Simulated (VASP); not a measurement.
Wanted: the native input for a VASP 6.6.1 run.

- Task: single point
- Functional: PBE
- Potentials or basis: VASP PAW PBE potentials, release 64 (Li_sv)
- Cutoff: 520 eV
- k mesh: 12 × 12 × 14
- Occupations: gaussian, width 0.1 eV
- Spin: no spin polarisation
- Dipole correction: no
- Further INCAR settings: ALGO = Normal; EDIFF = 1e-07; NBANDS = 12

The structure of Li lies in POSCAR:

```
Li
1.0
    4.9729651177      0.0000000000      0.0000000000
   -2.4864825588      4.3067141240      0.0000000000
    0.0000000000      0.0000000000      2.9224471823
Li
3
Direct
    0.0000000000      0.0000000000      0.0000000000
    0.6666666667      0.3333333333      0.5000000000
    0.3333333333      0.6666666667      0.5000000000
```

This cell differs from its parent crystal: volume scaled by 1.03, then relaxed in part.

These files were run (other wordings do the same):

INCAR

```
SYSTEM = Li
ALGO = Normal
EDIFF = 1E-7
ENCUT = 520
GGA = PE
ISIF = 2
ISMEAR = 0
LASPH = .True.
LCHARG = .True.
LELF = .True.
LREAL = .False.
LVHAR = .True.
LWAVE = .False.
NBANDS = 12
NELM = 100
PREC = Accurate
SIGMA = 0.1
```

KPOINTS

```
k-points
0
Gamma
  12 12 14
  0 0 0
```

Potentials or basis: VASP PAW PBE potentials, release 64 (Li_sv).

The run is started by

```sh
$ cat potpaw_PBE.64/Li_sv/POTCAR > POTCAR
$ mpirun -np 1 vasp_std > vasp.out
```

Run time: 34 s on 1 thread of Intel(R) Xeon(R) 6975P-C (Granite Rapids), on a shared host, peak memory 0.22 GiB.
